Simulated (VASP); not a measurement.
Crystal: Si2N.

```
Si N
1.0
     4.95390    0.00000    0.00000
     0.00000    4.95390    0.00000
     0.00000    0.00000    3.19081
Si N
4 2
Cartesian
  1.5159 1.5159 0.0000
  0.9611 3.9928 1.5954
  3.4380 3.4380 0.0000
  3.9928 0.9611 1.5954
  0.0000 0.0000 0.0000
  2.4770 2.4770 1.5954
```

| Item | Value |
| --- | --- |
| Program | VASP 6.6.1 |
| Task | relaxation of cell and atoms |
| Functional | PBE |
| Potentials or basis | VASP PAW PBE potentials, release 64 (Si, N) |
| Cutoff | 600 eV |
| k mesh | 4 × 4 × 6 |
| Occupations | gaussian, width 0.1 eV |
| Spin | no spin polarisation |

At the start: pressure 1.3 GPa; volume 13.05 Å³/atom.

Q: Where does the relaxation end?

A: Over 45 steps the energy falls by 461.7 meV/atom and the volume is 17.57 Å³/atom (+34.6 %); space group P4_2/mnm (No. 136, to 0.05 Å).

Step by step:
```tsv
step	energy change (eV)	largest force (eV/Å)	pressure (GPa)	volume (Å³)
1	0.0000	0.9147	1.28	78.31
3	-0.8116	0.2501	-10.30	82.21
5	-0.9869	0.2019	-7.55	79.34
7	-1.0391	0.2989	-5.83	77.33
9	-1.1489	0.1636	-0.23	73.14
11	-1.1519	0.1578	0.20	72.89
13	-1.1763	0.1761	0.69	72.88
15	-1.2054	0.0737	6.23	72.79
17	-1.2199	0.0662	3.57	72.89
19	-1.2340	0.0385	3.54	73.46
21	-1.2940	0.0574	5.00	75.75
23	-0.6093	4.6545	22.18	85.21
25	-1.3777	0.8052	10.16	79.33
27	-1.3881	0.9106	10.60	79.83
29	-1.4241	1.4174	13.41	82.05
31	-1.5182	2.0674	14.48	84.69
33	-1.5953	2.3056	14.22	86.27
35	-2.1290	1.8472	9.34	92.22
37	-2.5710	0.8019	-1.38	117.75
39	-2.6381	1.1021	0.54	110.59
41	-2.7575	0.2159	-0.58	107.66
43	-2.7662	0.0790	-0.97	106.61
45	-2.7703	0.0087	-0.07	105.42
```

Final structure:
```
CELL_PARAMETERS angstrom
6.38378 0.00000 0.00000
0.00000 6.38378 0.00000
0.00000 0.00000 2.58677
ATOMIC_POSITIONS crystal
Si 0.35045 0.35045 0.00000
Si 0.14955 0.85045 0.50000
Si 0.64955 0.64955 0.00000
Si 0.85045 0.14955 0.50000
N 0.00000 0.00000 0.00000
N 0.50000 0.50000 0.50000
```

Caveat: the volume moved by over 15 % at a fixed basis, so the end points are rough.
